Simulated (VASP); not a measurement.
Lu:

```
Lu
1.0
     3.50310    0.00000    0.00000
    -1.75155    3.03377    0.00000
     0.00000    0.00000    5.55090
Lu
2
Direct
  0.33333 0.66667 0.25000
  0.66667 0.33333 0.75000
```

```yaml
Program: VASP 6.6.1
Task: relaxation of cell and atoms
Functional: PBEsol
Potentials_or_basis: VASP PAW PBE potentials, release 64 (Lu)
Cutoff: 600 eV
k_mesh: 8 × 8 × 5
Occupations: fermi-dirac, width 0.1 eV
Spin: no spin polarisation
```

At the start: pressure -2.8 GPa; volume 29.50 Å³/atom.

Question: Where does the relaxation end?

Answer: Over 25 steps the energy falls by 17.0 meV/atom and the volume is 27.71 Å³/atom (-6.1 %); space group P6_3/mmc (No. 194, to 0.05 Å).

Step by step:
| step | energy change (eV) | largest force (eV/Å) | pressure (GPa) | volume (Å³) |
| --- | --- | --- | --- | --- |
| 1 | 0.0000 | 0.0000 | -2.76 | 58.99 |
| 2 | -0.0322 | 0.0000 | 0.65 | 54.75 |
| 3 | -0.0334 | 0.0000 | 0.04 | 55.39 |
| 4 | -0.0338 | 0.0000 | 0.37 | 55.42 |
| 5 | -0.0339 | 0.0000 | 0.34 | 55.44 |
| 6 | -0.0336 | 0.0000 | -0.18 | 55.63 |
| 7 | -0.0338 | 0.0000 | -0.10 | 55.52 |
| 8 | -0.0339 | 0.0000 | -0.06 | 55.49 |
| 9 | -0.0339 | 0.0000 | -0.05 | 55.46 |
| 10 | -0.0339 | 0.0000 | -0.03 | 55.45 |
| 11 | -0.0339 | 0.0000 | -0.03 | 55.45 |
| 12 | -0.0339 | 0.0000 | -0.01 | 55.44 |
| 13 | -0.0339 | 0.0000 | -0.01 | 55.44 |
| 14 | -0.0339 | 0.0000 | -0.05 | 55.44 |
| 15 | -0.0339 | 0.0000 | -0.03 | 55.44 |
| 16 | -0.0339 | 0.0000 | -0.02 | 55.44 |
| 17 | -0.0339 | 0.0000 | -0.03 | 55.44 |
| 18 | -0.0339 | 0.0000 | -0.02 | 55.44 |
| 19 | -0.0339 | 0.0000 | -0.02 | 55.44 |
| 20 | -0.0339 | 0.0000 | -0.02 | 55.44 |
| 21 | -0.0339 | 0.0000 | -0.02 | 55.44 |
| 22 | -0.0339 | 0.0000 | -0.02 | 55.44 |
| 23 | -0.0339 | 0.0000 | -0.02 | 55.44 |
| 24 | -0.0339 | 0.0000 | -0.03 | 55.44 |
| 25 | -0.0339 | 0.0000 | -0.01 | 55.42 |

Final structure:
```cif
data_structure
_symmetry_space_group_name_H-M 'P 1'
_symmetry_Int_Tables_number 1
_cell_length_a 3.4492
_cell_length_b 3.4492
_cell_length_c 5.3785
_cell_angle_alpha 90.000
_cell_angle_beta 90.000
_cell_angle_gamma 120.000
_cell_volume 55.42
loop_
_atom_site_label
_atom_site_type_symbol
_atom_site_fract_x
_atom_site_fract_y
_atom_site_fract_z
_atom_site_occupancy
Lu1 Lu 0.33333 0.66667 0.25000 1
Lu2 Lu 0.66667 0.33333 0.75000 1
```

Caveat: the PAW data sets were made with another functional, which shifts forces and pressure a little.
